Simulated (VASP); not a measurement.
# Be4S in VASP: notebook

Be4S is run at these levels: PBE; tasks: single point.

Program: VASP 6.6.1. These are calculated values, not measurements. Logs are shortened: lines on timing, memory, paths and dates and some standing lists are left out, and cuts for length are marked.

## 1. The cell of the first run

The structure is monoclinic, space group Cc (No. 9). The conventional cell has a = 3.633 Å, b = 6.321 Å, c = 9.542 Å, α = 90.00°, β = 91.73°, γ = 90.00°. Within 2.9 Å of Be (site symmetry 1) lie 3 S at 2.19 to 2.31 Å and 4 Be at 2.20 to 2.40 Å. Be (site symmetry 1) has 7 Be at 2.07 to 2.32 Å and 1 S at 2.33 Å within 2.7 Å. Be (site symmetry 1) has 8 Be at 2.12 to 2.40 Å and 1 S at 2.41 Å within 2.8 Å. Within 2.7 Å of Be (site symmetry 1) lie 7 Be at 2.07 to 2.20 Å and 1 S at 2.21 Å. S (site symmetry 1) has 6 Be at 2.19 to 2.41 Å within 2.9 Å.

## 2. Single point, PBE

Contents of INCAR:

```
SYSTEM = Be4S
PREC = Accurate ; ENCUT = 520
EDIFF = 1E-6 ; ISMEAR = 0
SIGMA = 0.1 ; LREAL = .FALSE.
LASPH = .TRUE. ; NELM = 100
ALGO = Normal ; ISIF = 2
LWAVE = .FALSE. ; LCHARG = .FALSE.
GGA = PE ; NBANDS = 25
```

Contents of KPOINTS:

```
Automatic mesh
0
G
  6 6 2
  0 0 0
```

Contents of POSCAR:

```
Be4S
1.0
    1.8164517463     -3.1607132845      0.0000000000
    1.8164517463      3.1607132845      0.0000000000
   -0.2888751596      0.0000000000      9.5376756366
Be S
8 2
Direct
    0.2363346318      0.9147485644      0.0501684092
    0.9147485644      0.2363346318      0.5501684092
    0.8560792831      0.7422534783      0.2556401484
    0.3968662709      0.1720752245      0.7081893190
    0.5138101537      0.0695023181      0.2645366163
    0.7422534783      0.8560792831      0.7556401484
    0.1720752245      0.3968662709      0.2081893190
    0.0695023181      0.5138101537      0.7645366163
    0.8836977552      0.2161635802      0.9714235483
    0.2161635802      0.8836977552      0.4714235483
```

Potentials or basis: VASP PAW PBE potentials, release 64 (Be, S).

Started as:

```bash
$ cat potpaw_PBE.64/Be/POTCAR potpaw_PBE.64/S/POTCAR > POTCAR
$ mpirun -np 1 vasp_std > vasp.out
```

OUTCAR:

```text
SYSTEM = Be4S
   PREC = Accurate
   ENCUT = 520
   EDIFF = 1E-6
   ISMEAR = 0
   LREAL = .FALSE.
   LASPH = .TRUE.
   NELM = 100
   ISIF = 2
   GGA = PE

 ion  position               nearest neighbor table
   1  0.236  0.915  0.050-   9 2.19   9 2.20   5 2.20   9 2.31   3 2.32   7 2.35
   2  0.915  0.236  0.550-  10 2.19  10 2.20   8 2.20  10 2.31   6 2.32   4 2.35
   3  0.856  0.742  0.256-   5 2.07   5 2.12   5 2.12   7 2.12   7 2.14   7 2.19   1 2.32  10 2.33

   4  0.397  0.172  0.708-   6 2.12   6 2.14   8 2.16   8 2.17   8 2.18   6 2.19   2 2.35  10 2.41

   5  0.514  0.070  0.265-   3 2.07   3 2.12   3 2.12   7 2.16   7 2.17   7 2.18   1 2.20  10 2.21

   6  0.742  0.856  0.756-   8 2.07   8 2.12   8 2.12   4 2.12   4 2.14   4 2.19   2 2.32   9 2.33

   7  0.172  0.397  0.208-   3 2.12   3 2.14   5 2.16   5 2.17   5 2.18   3 2.19   1 2.35   9 2.41

   8  0.070  0.514  0.765-   6 2.07   6 2.12   6 2.12   4 2.16   4 2.17   4 2.18   2 2.20   9 2.21

   9  0.884  0.216  0.971-   1 2.19   1 2.20   8 2.21   1 2.31   6 2.33   7 2.41
  10  0.216  0.884  0.471-   2 2.19   2 2.20   5 2.21   2 2.31   3 2.33   4 2.41

  LATTYP: Found a base centered monoclinic cell.
 ALAT       =     3.6329034926
 B/A-ratio  =     1.7400480310
 C/A-ratio  =     2.6265628440
 COS(beta)  =    -0.0302739118

  Lattice vectors:

 A1 = (   1.8164517463,  -3.1607132845,   0.0000000000)
 A2 = (   1.8164517463,   3.1607132845,   0.0000000000)
 A3 = (  -0.2888751596,   0.0000000000,   9.5376756366)

Analysis of symmetry for initial positions (statically):
=====================================================================
 Subroutine PRICEL returns:
 Original cell was already a primitive cell.

 Routine SETGRP: Setting up the symmetry group for a
 base centered monoclinic supercell.

 Subroutine GETGRP returns: Found  2 space group operations
 (whereof  1 operations were pure point group operations)
 out of a pool of  4 trial point group operations.

The static configuration has the point symmetry C_1 .
 The point group associated with its full space group is C_1h.

Analysis of symmetry for dynamics (positions and initial velocities):
=====================================================================
 Subroutine PRICEL returns:
 Original cell was already a primitive cell.

 Routine SETGRP: Setting up the symmetry group for a
 base centered monoclinic supercell.

 Subroutine GETGRP returns: Found  2 space group operations
 (whereof  1 operations were pure point group operations)
 out of a pool of  4 trial point group operations.

The dynamic configuration has the point symmetry C_1 .
 The point group associated with its full space group is C_1h.

 Subroutine INISYM returns: Found  2 space group operations
 (whereof  1 operations are pure point group operations),
 and found     1 'primitive' translations

----------------------------------------------------------------------------------------

                                     Primitive cell

  volume of cell :     109.5170

  direct lattice vectors                    reciprocal lattice vectors
     1.816451746 -3.160713284  0.000000000     0.275261923 -0.158192141  0.008337077
     1.816451746  3.160713284  0.000000000     0.275261923  0.158192141  0.008337077
    -0.288875160  0.000000000  9.537675637     0.000000000  0.000000000  0.104847348

  length of vectors
     3.645491107  3.645491107  9.542049330     0.317589966  0.317589966  0.104847348

  position of ions in fractional coordinates (direct lattice)
     0.236334632  0.914748564  0.050168409
     0.914748564  0.236334632  0.550168409
     0.856079283  0.742253478  0.255640148
     0.396866271  0.172075224  0.708189319
     0.513810154  0.069502318  0.264536616
     0.742253478  0.856079283  0.755640148
     0.172075224  0.396866271  0.208189319
     0.069502318  0.513810154  0.764536616
     0.883697755  0.216163580  0.971423548
     0.216163580  0.883697755  0.471423548

  ion indices of the primitive-cell ions
   primitive index   ion index
                 1           1
                 2           2
                 3           3
                 4           4
                 5           5
                 6           6
                 7           7
                 8           8
                 9           9
                10          10

----------------------------------------------------------------------------------------

 KPOINTS: Automatic mesh

Automatic generation of k-mesh.
 Grid dimensions read from file:
 generate k-points for:    6    6    2

 Generating k-lattice:

  Cartesian coordinates                     Fractional coordinates (reciprocal lattice)
     0.045876987 -0.026365357  0.001389513     0.166666667  0.000000000  0.000000000
     0.045876987  0.026365357  0.001389513     0.000000000  0.166666667  0.000000000
     0.000000000  0.000000000  0.052423674     0.000000000  0.000000000  0.500000000

  Length of vectors
     0.052931661  0.052931661  0.052423674

  Shift w.r.t. Gamma in fractional coordinates (k-lattice)
     0.000000000  0.000000000  0.000000000

 Subroutine IBZKPT returns following result:
 ===========================================

 Found     26 irreducible k-points:

 Following reciprocal coordinates:
            Coordinates               Weight
  0.000000  0.000000  0.000000      1.000000
  0.166667 -0.000000  0.000000      4.000000
  0.333333 -0.000000  0.000000      4.000000
  0.500000 -0.000000  0.000000      2.000000
  0.166667  0.166667  0.000000      2.000000
  0.333333  0.166667  0.000000      4.000000
[... 16 lines left out ...]
  0.333333  0.333333  0.500000      2.000000
  0.500000  0.333333  0.500000      4.000000
 [... further k-points ...]
   k-points           NKPTS =     26   k-points in BZ     NKDIM =     26   number of bands    NBANDS=     25
   number of dos      NEDOS =    301   number of ions     NIONS =     10
   total plane-waves  NPLWV =  56448
   dimension x,y,z NGX =    28 NGY =   28 NGZ =   72
   dimension x,y,z NGXF=    56 NGYF=   56 NGZF=  144
   ions per type =               8   2
   NGX,Y,Z   is equivalent  to a cutoff of  12.77, 12.77, 12.54 a.u.
   NGXF,Y,Z  is equivalent  to a cutoff of  25.54, 25.54, 25.09 a.u.
 SYSTEM =  Be4S
   PREC   = accura    normal or accurate (medium, high low for compatibility)
   ISTART =      0    job   : 0-new  1-cont  2-samecut
   ICHARG =      2    charge: 1-file 2-atom 10-const
   ISPIN  =      1    spin polarized calculation?
   LNONCOLLINEAR =      F non collinear calculations
   LSORBIT =      F    spin-orbit coupling
   LASPH  =      T    aspherical Exc in radial PAW
   ENCUT  =  520.0 eV  38.22 Ry    6.18 a.u.   6.78  6.78 17.74*2*pi/ulx,y,z
   NELM   =    100;   NELMIN=  2; NELMDL= -5     # of ELM steps
   EDIFF  = 0.1E-05   stopping-criterion for ELM
   LREAL  =      F    real-space projection
   EDIFFG = 0.1E-04   stopping-criterion for IOM
   NSW    =      0    number of steps for IOM
   IBRION =     -1    ionic relax: 0-MD 1-quasi-New 2-CG
   NFREE  =      0    steps in history (QN), initial steepest desc. (CG)
   ISIF   =      2    stress and relaxation
   ISYM   =      2    0-nonsym 1-usesym 2-fastsym
   POTIM  = 0.5000    time-step for ionic-motion
   TEBEG  =    0.0;   TEEND  =   0.0 temperature during run
   PSTRESS=    0.0 pullay stress
   NELECT =      28.0000    total number of electrons
   NUPDOWN=      -1.0000    fix difference up-down
   EMIN   =  10.00;   EMAX   =-10.00  energy-range for DOS
   EFERMI =   0.00;   METHOD = LEGACY
   ISMEAR =     0;   SIGMA  =   0.10  broadening in eV -4-tet -1-fermi 0-gaus
   EFERMI_NEDOS =   21; number of points for ismear=-14 and -15
   IALGO  =     38    algorithm
   IMIX   =      4    mixing-type and parameters
     AMIX     =   0.40;   BMIX     =  1.00
     AMIX_MAG =   1.60;   BMIX_MAG =  1.00
  volume/ion in A,a.u.               =      10.95        73.91
  Fermi-wavevector in a.u.,A,eV,Ry     =   1.039043  1.963507 14.689001  1.079611
  Thomas-Fermi vector in A             =   2.173555
   LORBIT       =      0    0 simple, 1 ext, 2 COOP (PROOUT), +10 PAW based schemes
   GGA     = PE    functional components
   LHFCALC =     F    Hartree Fock is set to
   AEXX    =    0.0000 exact exchange contribution
   IVDW    =     0    specifies the selected vdW correction
   LEPSILON=     F    determine dielectric tensor
   LRPA    =     F    only Hartree local field effects (RPA)
 non-spin polarized calculation
 Gauss-broadening in eV      SIGMA  =   0.10
  energy-cutoff  :      520.00
  volume of cell :      109.52
 maximum number of plane-waves:      2966
   NGX = 13   NGY = 13   NGZ = 35

 number of electron      28.0000002 magnetization

 Free energy of the ion-electron system (eV)
  ---------------------------------------------------
  ext. energy  EPLUGINS =         0.00000000
  ---------------------------------------------------
  free energy    TOTEN  =       -38.30226266 eV

  energy without entropy =      -38.29749668  energy(sigma->0) =      -38.29987967

 E-fermi :   6.2357     XC(G=0): -10.0451

 val. band max:        6.2287102192   @ k =   0.5000  -0.0000   0.5000
 cond. band min:       6.3640902296   @ k =  -0.1667   0.1667   0.0000
 fundamental gap:      0.1353800104
 Fermi energy:         6.2356953202

 k-point     1 :       0.0000    0.0000    0.0000
  band No.  band energies     occupation
      1      -9.2451      2.00000
      2      -9.1270      2.00000
      3      -3.3266      2.00000
      4      -1.2411      2.00000
      5      -0.6996      2.00000
      6       2.4150      2.00000
[... 17 lines left out ...]
     24      10.3000      0.00000
     25      11.2301      0.00000

 k-point     2 :       0.1667   -0.0000    0.0000
  band No.  band energies     occupation
      1      -9.0528      2.00000
      2      -8.9432      2.00000
      3      -3.0384      2.00000
      4      -1.0126      2.00000
      5      -0.5953      2.00000
      6       1.0829      2.00000
[... 17 lines left out ...]
     24      11.2454      0.00000
     25      11.3979      0.00000
[... 586 lines left out ...]
     24      12.6234      0.00000
     25      13.0918      0.00000

 k-point    24 :       0.5000    0.3333    0.5000
  band No.  band energies     occupation
      1      -8.3300      2.00000
      2      -8.3214      2.00000
      3      -1.5626      2.00000
      4      -1.5377      2.00000
      5      -0.6050      2.00000
      6      -0.5241      2.00000
[... 17 lines left out ...]
     24      12.7458      0.00000
     25      13.0033      0.00000

 [... further k-points ...]
[... 5 lines left out ...]
  --------------------------------------------------------------------------------------
  -------------------------------------------------------------------------------------
  Total        0.0221140      0.0666460      0.2005678      0.0000000      0.0000000     -0.0231628
  in kB        0.3235164      0.9749969      2.9342035      0.0000000      0.0000000     -0.3388596
  external PRESSURE =       1.4109056 kB  Pullay stress =       0.0000000 kB

 VOLUME and BASIS-vectors are now :
 -----------------------------------------------------------------------------
  energy-cutoff  :      520.00
  volume of cell :      109.52
      direct lattice vectors                 reciprocal lattice vectors
     1.816451746 -3.160713284  0.000000000     0.275261923 -0.158192141  0.008337077
     1.816451746  3.160713284  0.000000000     0.275261923  0.158192141  0.008337077
    -0.288875160  0.000000000  9.537675637     0.000000000  0.000000000  0.104847348

 POSITION                                       TOTAL-FORCE (eV/Angst)
 -----------------------------------------------------------------------------------
      2.07639      2.14427      0.47849        -0.002589     -0.002314     -0.011846
      1.93196     -2.14427      5.24733        -0.002589      0.002314     -0.011846
      2.82945     -0.35977      2.43821        -0.005999      0.008102     -0.001311
      0.82888     -0.71050      6.75448         0.002714      0.018893      0.005626
      0.98314     -1.40433      2.52306         0.005179      0.009802     -0.002978
      2.68501      0.35977      7.20705        -0.005999     -0.008102     -0.001311
      0.97331      0.71050      1.98564         0.002714     -0.018893      0.005626
      0.83870      1.40433      7.29190         0.005179     -0.009802     -0.002978
      1.71722     -2.10988      9.26512         0.000695      0.007876      0.010510
      1.86166      2.10988      4.49628         0.000695     -0.007876      0.010510
 -----------------------------------------------------------------------------------
    total drift:                                0.000168      0.000000     -0.000084

  FREE ENERGIE OF THE ION-ELECTRON SYSTEM (eV)
  ---------------------------------------------------
  free  energy   TOTEN  =       -38.3022626573 eV

  energy  without entropy=      -38.2974966806  energy(sigma->0) =      -38.29987967
```

Run time: 36 s. Hardware: 1 thread of Intel Xeon 6975P-C (Granite Rapids), shared host; peak memory 0.24 GiB.

What came out:

```
Free energy            : -38.3023 eV
Pressure               : 0.1 GPa
Largest force          : 0.020 eV/Å
Band gap on the k mesh : zero (band 14 reaches 7.16 eV, above the bottom of band 15 at 6.19 eV)
```

Forces in eV/Å, atoms in the order of the input:
```
Be  -0.003 -0.002 -0.012
Be  -0.003  0.002 -0.012
Be  -0.006  0.008 -0.001
Be   0.003  0.019  0.006
Be   0.005  0.010 -0.003
Be  -0.006 -0.008 -0.001
Be   0.003 -0.019  0.006
Be   0.005 -0.010 -0.003
S    0.001  0.008  0.011
S    0.001 -0.008  0.011
```

[end of part 1 of 2]
